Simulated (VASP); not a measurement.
Here is a VASP 6.6.1 calculation.

INCAR

```
  PREC = Accurate
  ENCUT = 520
  EDIFF = 1E-6
  ISMEAR = 0
  SIGMA = 0.1
  LREAL = False
  LASPH = True
  NELM = 80
  ALGO = Normal
  ISIF = 2
  LWAVE = False
  LCHARG = False
  GGA = PE
  NBANDS = 62
```

File KPOINTS:

```
Automatic mesh
0
Gamma
  12 12 4
```

POSCAR

```
TaTi5N6
1.0
    3.0317796985      0.0000000000      0.0000000000
    0.0000000000      3.0317796985      0.0000000000
    0.0000000000      0.0000000000     12.8123051913
Ti Ta N
5 1 6
Direct
    0.0000000000      0.0000000000      0.0000000000
    0.5000000000      0.5000000000      0.1650955362
    0.0000000000      0.0000000000      0.3269487700
    0.0000000000      0.0000000000      0.6730512300
    0.5000000000      0.5000000000      0.8349044638
    0.5000000000      0.5000000000      0.5000000000
    0.0000000000      0.0000000000      0.1644558330
    0.5000000000      0.5000000000      0.3304834595
    0.0000000000      0.0000000000      0.5000000000
    0.5000000000      0.5000000000      0.6695165405
    0.0000000000      0.0000000000      0.8355441670
    0.5000000000      0.5000000000      0.0000000000
```

Potentials or basis: VASP PAW PBE potentials, release 64 (Ti_sv, Ta_pv, N).

The run is started by

```console
$ cat potpaw_PBE.64/Ti_sv/POTCAR potpaw_PBE.64/Ta_pv/POTCAR potpaw_PBE.64/N/POTCAR > POTCAR
$ mpirun -np 1 vasp_std > vasp.out
```

(1) What does it give for the pressure?

(2) Estimate the largest force.

(3) Estimate the band gap on the k mesh.

Results:

(1) 0.5 GPa.

(2) 0.013 eV/Å.

(3) zero (an odd number of electrons rules out a gap without spin polarisation).

Caveat: spin-orbit coupling is left out, which moves the levels of the heavy elements.
